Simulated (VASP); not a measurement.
Crystal: Ti3Al.

```xyz
4
Lattice="0.0000 3.1232 3.1232 3.1232 0.0000 3.1232 3.1232 3.1232 0.0000" Properties=species:S:1:pos:R:3 pbc="T T T"
Ti    4.6848    4.6848    4.6848
Ti    1.5616    1.5616    1.5616
Ti    0.0000    0.0000    0.0000
Al    3.1232    3.1232    3.1232
```

Base run:

| Quantity | Value |
| --- | --- |
| Program | VASP 6.6.1 |
| Functional | PBEsol |
| Potentials or basis | VASP PAW PBE potentials, release 64 (Ti_sv, Al) |
| Cutoff | 520 eV |
| k mesh | 12 × 12 × 12 |
| Occupations | gaussian, width 0.15 eV |
| Spin | collinear spin, ferromagnetic start |
| Starting moments | [0.1, 0.1, 0.1, 0.0] μB |
| Fixed moment | 0.3 μB |

Its results: pressure 7.8 GPa; site moments Ti +0.02, +0.20; Al -0.00 μB.

Question: The run is repeated on the same cell with these changes: fixed moment from 0.3 μB to 1.8 μB; moments at the start from [0.1, 0.1, 0.1, 0.0] to [0.6, 0.6, 0.6, 0.0]. What comes out?

Answer: Pressure 8.7 GPa; site moments Ti +0.25, +0.88; Al -0.01 μB.

Caveats: the PAW data sets were made with another functional, which shifts forces and pressure a little; the total moment is fixed, so each spin has its own Fermi level.
